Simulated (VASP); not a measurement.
# MgCd2Se3 (P6_3mc) in VASP: notebook, part 2 of 2

VASP 6.6.1. The steps go on from the part before.

**4. Single point, PBE**

This run uses another cell than the first one, of 28.81 Å³/atom, 1.154 times its volume.

INCAR reads:

```
SYSTEM = MgCd2Se3
PREC = Accurate
ENCUT = 520
EDIFF = 1E-7
ISMEAR = 0
SIGMA = 0.02
LREAL = .False.
LASPH = .True.
NELM = 100
ALGO = Normal
ISIF = 2
LWAVE = .False.
LCHARG = .True.
GGA = PE
LELF = .True.
LVHAR = .True.
NBANDS = 56
```

KPOINTS reads:

```
regular mesh
0
Gamma
  6 6 2
  0 0 0
```

POSCAR reads:

```
MgCd2Se3
1.0
    4.3424621425      0.0000000000      0.0000000000
   -2.1712310712      3.7606825304      0.0000000000
    0.0000000000      0.0000000000     21.1685874698
Mg Cd Se
2 4 6
Direct
    0.6666666667      0.3333333333      0.3318167839
    0.3333333333      0.6666666667      0.8318167839
    0.6666666667      0.3333333333      0.9984631241
    0.6666666667      0.3333333333      0.6688705162
    0.3333333333      0.6666666667      0.1688705162
    0.3333333333      0.6666666667      0.4984631241
    0.6666666667      0.3333333333      0.1252813192
    0.6666666667      0.3333333333      0.4548869941
    0.6666666667      0.3333333333      0.7956812625
    0.3333333333      0.6666666667      0.2956812625
    0.3333333333      0.6666666667      0.6252813192
    0.3333333333      0.6666666667      0.9548869941
```

Potentials or basis: VASP PAW PBE potentials, release 64 (Mg, Cd, Se).

Started as:

```sh
$ cat potpaw_PBE.64/Mg/POTCAR potpaw_PBE.64/Cd/POTCAR potpaw_PBE.64/Se/POTCAR > POTCAR
$ mpirun -np 1 vasp_std > vasp.out
```

OUTCAR:

```text
SYSTEM = MgCd2Se3
   PREC = Accurate
   ENCUT = 520
   EDIFF = 1E-7
   ISMEAR = 0
   LREAL = .False.
   LASPH = .True.
   NELM = 100
   ISIF = 2
   GGA = PE

 ion  position               nearest neighbor table
   1  0.667  0.333  0.332-   8 2.61  10 2.62  10 2.62  10 2.62
   2  0.333  0.667  0.832-  12 2.61   9 2.62   9 2.62   9 2.62
   3  0.667  0.333  0.998-  12 2.67  12 2.67  12 2.67   7 2.68
   4  0.667  0.333  0.669-  11 2.67  11 2.67  11 2.67   9 2.68
   5  0.333  0.667  0.169-   7 2.67   7 2.67   7 2.67  10 2.68
   6  0.333  0.667  0.498-   8 2.67   8 2.67   8 2.67  11 2.68
   7  0.667  0.333  0.125-   5 2.67   5 2.67   5 2.67   3 2.68
   8  0.667  0.333  0.455-   1 2.61   6 2.67   6 2.67   6 2.67
   9  0.667  0.333  0.796-   2 2.62   2 2.62   2 2.62   4 2.68
  10  0.333  0.667  0.296-   1 2.62   1 2.62   1 2.62   5 2.68
  11  0.333  0.667  0.625-   4 2.67   4 2.67   4 2.67   6 2.68
  12  0.333  0.667  0.955-   2 2.61   3 2.67   3 2.67   3 2.67

  LATTYP: Found a hexagonal cell.
 ALAT       =     4.3424621425
 C/A-ratio  =     4.8747891807

  Lattice vectors:

 A1 = (   4.3424621425,   0.0000000000,   0.0000000000)
 A2 = (  -2.1712310712,   3.7606825304,   0.0000000000)
 A3 = (   0.0000000000,   0.0000000000,  21.1685874698)

Analysis of symmetry for initial positions (statically):
=====================================================================
 Subroutine PRICEL returns:
 Original cell was already a primitive cell.

 Routine SETGRP: Setting up the symmetry group for a
 hexagonal supercell.

 Subroutine GETGRP returns: Found 12 space group operations
 (whereof  6 operations were pure point group operations)
 out of a pool of 24 trial point group operations.

The static configuration has the point symmetry C_3v.
 The point group associated with its full space group is C_6v.

Analysis of symmetry for dynamics (positions and initial velocities):
=====================================================================
 Subroutine PRICEL returns:
 Original cell was already a primitive cell.

 Routine SETGRP: Setting up the symmetry group for a
 hexagonal supercell.

[... 146 lines left out ...]
 Gauss-broadening in eV      SIGMA  =   0.02
  energy-cutoff  :      520.00
  volume of cell :      345.70
 maximum number of plane-waves:      9342
   NGX = 17   NGY = 17   NGZ = 79

 number of electron      87.9999991 magnetization

 Free energy of the ion-electron system (eV)
  ---------------------------------------------------
  ext. energy  EPLUGINS =         0.00000000
  ---------------------------------------------------
  free energy    TOTEN  =       -36.98806407 eV

  energy without entropy =      -36.98806407  energy(sigma->0) =      -36.98806407

 E-fermi :   0.7806     XC(G=0):  -8.4596

 val. band max:        0.6556419030   @ k =   0.0000   0.0000   0.0000
 cond. band min:       1.6630865675   @ k =   0.0000   0.0000   0.0000
 fundamental gap:      1.0074446645
 Fermi energy:         0.7806445704

 k-point     1 :       0.0000    0.0000    0.0000
  band No.  band energies     occupation
      1     -11.5412      2.00000
      2     -11.4775      2.00000
      3     -11.4148      2.00000
      4     -11.3088      2.00000
      5     -11.1400      2.00000
      6     -11.0982      2.00000
[... 815 lines left out ...]
     55       6.9609      0.00000
     56       6.9609      0.00000

------------------------ aborting loop because EDIFF is reached ----------------------------------------

  FORCE on cell =-STRESS in cart. coord.  units (eV):
  Direction    XX          YY          ZZ          XY          YZ          ZX
  --------------------------------------------------------------------------------------
  -------------------------------------------------------------------------------------
  Total        0.3438614      0.3438614      0.3651019      0.0000000      0.0000000      0.0000000
  in kB        1.5936738      1.5936738      1.6921156      0.0000000      0.0000000      0.0000000
  external PRESSURE =       1.6264877 kB  Pullay stress =       0.0000000 kB

 VOLUME and BASIS-vectors are now :
 -----------------------------------------------------------------------------
  energy-cutoff  :      520.00
  volume of cell :      345.70
      direct lattice vectors                 reciprocal lattice vectors
     4.342462142  0.000000000  0.000000000     0.230284103  0.132954589  0.000000000
    -2.171231071  3.760682530  0.000000000     0.000000000  0.265909178  0.000000000
     0.000000000  0.000000000 21.168587470     0.000000000  0.000000000  0.047239808

 POSITION                                       TOTAL-FORCE (eV/Angst)
 -----------------------------------------------------------------------------------
      2.17123      1.25356      7.02409        -0.000000     -0.000000      0.002603
     -0.00000      2.50712     17.60839         0.000000     -0.000000      0.002603
      2.17123      1.25356     21.13605        -0.000000     -0.000000     -0.000216
      2.17123      1.25356     14.15904         0.000000     -0.000000      0.000783
     -0.00000      2.50712      3.57475        -0.000000      0.000000      0.000783
     -0.00000      2.50712     10.55176         0.000000      0.000000     -0.000216
      2.17123      1.25356      2.65203         0.000000     -0.000000      0.000032
      2.17123      1.25356      9.62932        -0.000000     -0.000000     -0.031714
      2.17123      1.25356     16.84345        -0.000000      0.000000      0.028512
     -0.00000      2.50712      6.25915         0.000000     -0.000000      0.028512
     -0.00000      2.50712     13.23632        -0.000000      0.000000      0.000032
     -0.00000      2.50712     20.21361        -0.000000     -0.000000     -0.031714
 -----------------------------------------------------------------------------------
    total drift:                               -0.000001     -0.000000     -0.002977

  FREE ENERGIE OF THE ION-ELECTRON SYSTEM (eV)
  ---------------------------------------------------
  free  energy   TOTEN  =       -36.9880640737 eV

  energy  without entropy=      -36.9880640737  energy(sigma->0) =      -36.98806407
```

Run time: 4.8 min. Hardware: 1 thread of Intel Xeon Platinum 8488C (Sapphire Rapids), shared host; peak memory 0.51 GiB.

Results:

```yaml
Free_energy: -36.9881 eV
Pressure: 0.2 GPa
Largest_force: 0.032 eV/Å
Band_gap_on_the_k_mesh: 1.01 eV, direct
```

Forces on the atoms (eV/Å):
```
Mg   0.000  0.000  0.003
Mg   0.000  0.000  0.003
Cd   0.000  0.000  0.000
Cd   0.000  0.000  0.001
Cd   0.000  0.000  0.001
Cd   0.000  0.000  0.000
Se   0.000  0.000  0.000
Se   0.000  0.000 -0.032
Se   0.000  0.000  0.029
Se   0.000  0.000  0.029
Se   0.000  0.000  0.000
Se   0.000  0.000 -0.032
```

Levels at points of the mesh, in eV from the valence-band top:
| k point | band 42 | band 43 | band 44 | band 45 | band 46 | band 47 |
| --- | --- | --- | --- | --- | --- | --- |
| (0.00, 0.00, 0.00) | -0.06 | 0.00 | 0.00 | 1.01 | 2.07 | 2.25 |
| (0.50, 0.00, 0.00) | -0.90 | -0.85 | -0.67 | 2.68 | 3.10 | 3.27 |
| (0.00, 0.00, 0.50) | -0.03 | -0.03 | -0.03 | 1.51 | 1.51 | 2.44 |
| (0.50, 0.00, 0.50) | -1.08 | -0.74 | -0.74 | 2.92 | 2.92 | 3.27 |

A hybrid or GW would open this gap; PBE tends to underestimate it.

**5. Relaxation of cell and atoms, PBE**

INCAR reads:

```
  PREC = Accurate
  ENCUT = 600
  EDIFF = 1E-6
  ISMEAR = 0
  SIGMA = 0.1
  LREAL = F
  LASPH = T
  NELM = 80
  ALGO = Normal
  ISIF = 3
  LWAVE = F
  LCHARG = F
  GGA = PE
  IBRION = 2
  NSW = 90
  EDIFFG = -0.04
```

KPOINTS reads:

```
regular mesh
0
Gamma
  6 6 1
```

POSCAR reads:

```
MgCd2Se3
1.0
    4.1338503400      0.0000000000      0.0000000000
   -2.0669251700      3.5800194100      0.0000000000
    0.0000000000      0.0000000000     20.2394698900
Mg Cd Se
2 4 6
Direct
    0.6666666700      0.3333333300      0.3333333300
    0.3333333300      0.6666666700      0.8333333300
    0.6666666700      0.3333333300      0.0000000000
    0.6666666700      0.3333333300      0.6666666700
    0.3333333300      0.6666666700      0.1666666700
    0.3333333300      0.6666666700      0.5000000000
    0.6666666700      0.3333333300      0.1250000000
    0.6666666700      0.3333333300      0.4583333300
    0.6666666700      0.3333333300      0.7916666700
    0.3333333300      0.6666666700      0.2916666700
    0.3333333300      0.6666666700      0.6250000000
    0.3333333300      0.6666666700      0.9583333300
```

Started as:

```sh
$ cat potpaw_PBE.64/Mg/POTCAR potpaw_PBE.64/Cd/POTCAR potpaw_PBE.64/Se/POTCAR > POTCAR
$ mpirun -np 1 vasp_std > vasp.out
```

Wall time 11 min (1 thread of AMD EPYC 9R45 (Zen 5), shared host); peak memory 0.55 GiB.

The run converged. Its results:

```yaml
Free_energy: -36.9741 eV
Relaxed_volume: 28.87 Å³/atom
Relaxed_cell: a = 4.342 Å, b = 4.342 Å, c = 21.218 Å, α = 90.00°, β = 90.00°, γ = 120.00°
Space_group_after_relaxing_to_0.05_Å: P6_3mc (No. 186)
Energy_gained_by_relaxing: 111.6 meV/atom
Ionic_steps: 9
Pressure_after_relaxing: 0.0 GPa
Largest_force_after_relaxing: 0.032 eV/Å
Band_gap_on_the_k_mesh: 1.00 eV, direct
```

Forces in eV/Å, atoms in the order of the input:
```
Mg   0.000  0.000  0.005
Mg   0.000  0.000  0.005
Cd   0.000  0.000  0.005
Cd   0.000  0.000  0.032
Cd   0.000  0.000  0.032
Cd   0.000  0.000  0.005
Se   0.000  0.000 -0.018
Se   0.000  0.000 -0.007
Se   0.000  0.000 -0.017
Se   0.000  0.000 -0.017
Se   0.000  0.000 -0.018
Se   0.000  0.000 -0.007
```

Stress tensor (GPa, compression positive):
```
 0.10  0.00  0.00
 0.00  0.10  0.00
 0.00  0.00 -0.06
```

Step by step:
| step | energy change (eV) | largest force (eV/Å) | pressure (GPa) | volume (Å³) |
| --- | --- | --- | --- | --- |
| 1 | 0.0000 | 0.8045 | 9.53 | 299.53 |
| 2 | -1.1487 | 0.1396 | -2.32 | 368.62 |
| 3 | -1.3006 | 0.2540 | -0.03 | 347.96 |
| 4 | -1.3005 | 0.2466 | -0.16 | 348.98 |
| 5 | -1.3131 | 0.1834 | -0.13 | 348.57 |
| 6 | -1.3328 | 0.1274 | -0.04 | 347.34 |
| 7 | -1.3335 | 0.1270 | -0.02 | 347.05 |
| 8 | -1.3385 | 0.0592 | 0.04 | 346.60 |
| 9 | -1.3389 | 0.0323 | 0.05 | 346.43 |

Final structure:
```cif
data_structure
_symmetry_space_group_name_H-M 'P 1'
_symmetry_Int_Tables_number 1
_cell_length_a 4.3421
_cell_length_b 4.3421
_cell_length_c 21.2177
_cell_angle_alpha 90.000
_cell_angle_beta 90.000
_cell_angle_gamma 120.000
_cell_volume 346.43
loop_
_atom_site_label
_atom_site_type_symbol
_atom_site_fract_x
_atom_site_fract_y
_atom_site_fract_z
_atom_site_occupancy
Mg1 Mg 0.66667 0.33333 0.33182 1
Mg2 Mg 0.33333 0.66667 0.83182 1
Cd1 Cd 0.66667 0.33333 0.99847 1
Cd2 Cd 0.66667 0.33333 0.66888 1
Cd3 Cd 0.33333 0.66667 0.16888 1
Cd4 Cd 0.33333 0.66667 0.49847 1
Se1 Se 0.66667 0.33333 0.12530 1
Se2 Se 0.66667 0.33333 0.45467 1
Se3 Se 0.66667 0.33333 0.79586 1
Se4 Se 0.33333 0.66667 0.29586 1
Se5 Se 0.33333 0.66667 0.62530 1
Se6 Se 0.33333 0.66667 0.95467 1
```

Levels at points of the mesh, in eV from the valence-band top:
```
           k point  band 41  band 42  band 43  band 44  band 45  band 46  band 47  band 48
(0.00, 0.00, 0.00)    -0.06    -0.06     0.00     0.00     1.00     2.05     2.25     2.51
(0.50, 0.00, 0.00)    -1.03    -0.90    -0.85    -0.67     2.66     3.10     3.25     3.39
```

Caveat: the volume moved by over 15 % at a fixed basis, so the end points are rough.

**6. Single point, r2SCAN**

This run uses another cell than the first one, of 28.81 Å³/atom, 1.154 times its volume.

POSCAR reads:

```
MgCd2Se3
1.0
    4.3424621425      0.0000000000      0.0000000000
   -2.1712310712      3.7606825304      0.0000000000
    0.0000000000      0.0000000000     21.1685874698
Mg Cd Se
2 4 6
Direct
    0.6666666667      0.3333333333      0.3318167839
    0.3333333333      0.6666666667      0.8318167839
    0.6666666667      0.3333333333      0.9984631241
    0.6666666667      0.3333333333      0.6688705162
    0.3333333333      0.6666666667      0.1688705162
    0.3333333333      0.6666666667      0.4984631241
    0.6666666667      0.3333333333      0.1252813192
    0.6666666667      0.3333333333      0.4548869941
    0.6666666667      0.3333333333      0.7956812625
    0.3333333333      0.6666666667      0.2956812625
    0.3333333333      0.6666666667      0.6252813192
    0.3333333333      0.6666666667      0.9548869941
```

INCAR.step1 reads:

```
PREC     = Accurate       # precision mode
ENCUT    = 520            # plane-wave cutoff, eV
ISMEAR   = 0              # smearing method
SIGMA    = 0.02           # smearing width, eV
LREAL    = F              # projectors in reciprocal space
LASPH    = T              # aspherical terms in the spheres
NELM     = 60             # most SCF steps
NBANDS   = 56             # bands
GGA      = PE             # functional
ALGO     = Normal         # electronic algorithm
EDIFF    = 1E-4           # SCF threshold, eV
LWAVE    = T              # write WAVECAR
LCHARG   = F              # write CHGCAR
```

INCAR.step2 reads:

```
PREC     = Accurate       # precision mode
ENCUT    = 520            # plane-wave cutoff, eV
EDIFF    = 1E-6           # SCF threshold, eV
ISMEAR   = 0              # smearing method
SIGMA    = 0.02           # smearing width, eV
LREAL    = F              # projectors in reciprocal space
LASPH    = T              # aspherical terms in the spheres
NELM     = 60             # most SCF steps
ALGO     = Normal         # electronic algorithm
ISIF     = 2              # what is computed and relaxed
LWAVE    = F              # write WAVECAR
LCHARG   = F              # write CHGCAR
METAGGA  = R2SCAN         # meta-GGA
LMIXTAU  = T            
NBANDS   = 56             # bands
ISTART   = 1
```

KPOINTS reads:

```
regular mesh
0
Gamma
  6 6 2
```

Potentials or basis: VASP PAW PBE potentials, release 64 (Mg, Cd, Se).

Started as:

```sh
$ cat potpaw_PBE.64/Mg/POTCAR potpaw_PBE.64/Cd/POTCAR potpaw_PBE.64/Se/POTCAR > POTCAR
$ cp INCAR.step1 INCAR
$ mpirun -np 1 vasp_std > vasp.out
$ cp INCAR.step2 INCAR
$ mpirun -np 1 vasp_std > vasp.out
```

Run time: 12 min. Hardware: 1 thread of AMD EPYC 9R45 (Zen 5), shared host; peak memory 0.54 GiB.

The run converged. Its results:

```yaml
Free_energy: -186.3955 eV
Pressure: -1.3 GPa
Largest_force: 0.022 eV/Å
Band_gap_on_the_k_mesh: 1.51 eV, direct
```

Forces on the atoms (eV/Å):
```
Mg   0.000  0.000  0.022
Mg   0.000  0.000  0.022
Cd   0.000  0.000  0.000
Cd   0.000  0.000 -0.015
Cd   0.000  0.000 -0.015
Cd   0.000  0.000  0.000
Se   0.000  0.000  0.005
Se   0.000  0.000 -0.015
Se   0.000  0.000  0.003
Se   0.000  0.000  0.003
Se   0.000  0.000  0.005
Se   0.000  0.000 -0.015
```

Levels at points of the mesh, in eV from the valence-band top:
```
           k point  band 40  band 41  band 42  band 43  band 44  band 45  band 46  band 47  band 48  band 49
(0.00, 0.00, 0.00)    -0.15    -0.06    -0.06     0.00     0.00     1.51     2.50     2.71     2.99     3.58
(0.50, 0.00, 0.00)    -1.14    -1.07    -0.91    -0.86    -0.68     3.11     3.52     3.71     3.81     4.10
(0.00, 0.00, 0.50)    -0.36    -0.02    -0.02    -0.02    -0.02     1.96     1.96     2.92     2.92     3.64
(0.50, 0.00, 0.50)    -1.22    -1.09    -1.09    -0.75    -0.75     3.35     3.35     3.69     3.69     4.18
```

Caveat: the PAW data sets were made with another functional, which shifts forces and pressure a little. r2SCAN opens gaps a little over a GGA but as a rule still falls short of measured ones.

**7. Summary**

```tsv
task	level	cell	k mesh	cutoff (eV)	smearing	gap on the mesh (eV)	pressure (GPa)	largest force (eV/Å)
single point	PBE	a = 4.134, b = 4.134, c = 20.239 Å, angles 90.0, 90.0, 120.0°, 12 atoms	6 × 6 × 1	520	gaussian 0.1 eV	1.38	9.6	0.80
single point	PBE	a = 4.346, b = 4.346, c = 21.177 Å, angles 90.0, 90.0, 120.0°, 12 atoms	6 × 6 × 1	520	gaussian 0.1 eV	1.01	0.1	0.05
single point	PBE	a = 4.342, b = 4.342, c = 21.169 Å, angles 90.0, 90.0, 120.0°, 12 atoms	6 × 6 × 2	520	gaussian 0.02 eV	1.01	0.2	0.03
relaxation of cell and atoms	PBE	relaxed from a = 4.134, b = 4.134, c = 20.239 Å, angles 90.0, 90.0, 120.0°, 12 atoms	6 × 6 × 1	600	gaussian 0.1 eV	1.00	0.0	0.03
single point	r2SCAN	a = 4.342, b = 4.342, c = 21.169 Å, angles 90.0, 90.0, 120.0°, 12 atoms	6 × 6 × 2	520	gaussian 0.02 eV	1.51	-1.3	0.02
```

Alike in all rows: potentials or basis VASP PAW PBE potentials, release 64 (Mg, Cd, Se); no spin polarisation.

Caveats: the volume moved by over 15 % at a fixed basis, so the end points are rough (some runs); the PAW data sets were made with another functional, which shifts forces and pressure a little (some runs).

Absolute energies hang on the potentials; compare differences alone.
